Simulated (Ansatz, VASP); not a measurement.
**FePt: VASP beside Ansatz**

```
Pt Fe
1.0
     2.72350    0.00000    0.00000
     0.00000    2.72350    0.00000
     0.00000    0.00000    3.72000
Pt Fe
1 1
Direct
  0.50000 0.50000 0.50000
  0.00000 0.00000 0.00000
```

Alike in both runs: task single point; functional LDA; k mesh 10 × 10 × 7; occupations gaussian, width 0.05 eV; collinear spin.

|  | VASP | Ansatz |
| --- | --- | --- |
| version | VASP 6.6.1 | Ansatz 0.2.0 |
| potentials or method | VASP PAW LDA potentials, release 64 (Pt, Fe) | Ansatz PAW |
| plane-wave cutoff (eV) | 600 | 420 |
| valence electrons in the cell | 18 | 34 |

|  | VASP | Ansatz | Ansatz less VASP |
| --- | --- | --- | --- |
| gap on the k mesh at the Fermi level (eV) | none | none | - |
| pressure (GPa) | -12.7 | -12.7 | -0.06 |
| traceless stress, the component that is largest in VASP (GPa) | 1.09 | 0.93 | -0.165 |
| net moment per atom (μB) | 1.60 | 1.60 | +0.007 |
| size of the moment on the site where the two differ most (μB) | 2.80 | 2.86 | +0.060 |

LDA's correlation is that of Perdew and Zunger in VASP and of Perdew and Wang (1992) in Ansatz. Site moments also hang on the region over which each program counts them. A gap of «none» marks a metal or a gap that the smearing closes. VASP's potentials hold 18 valence electrons a cell and Ansatz's 34, so a difference there can come from the potentials and not from the codes.

Spin-orbit coupling is off throughout.
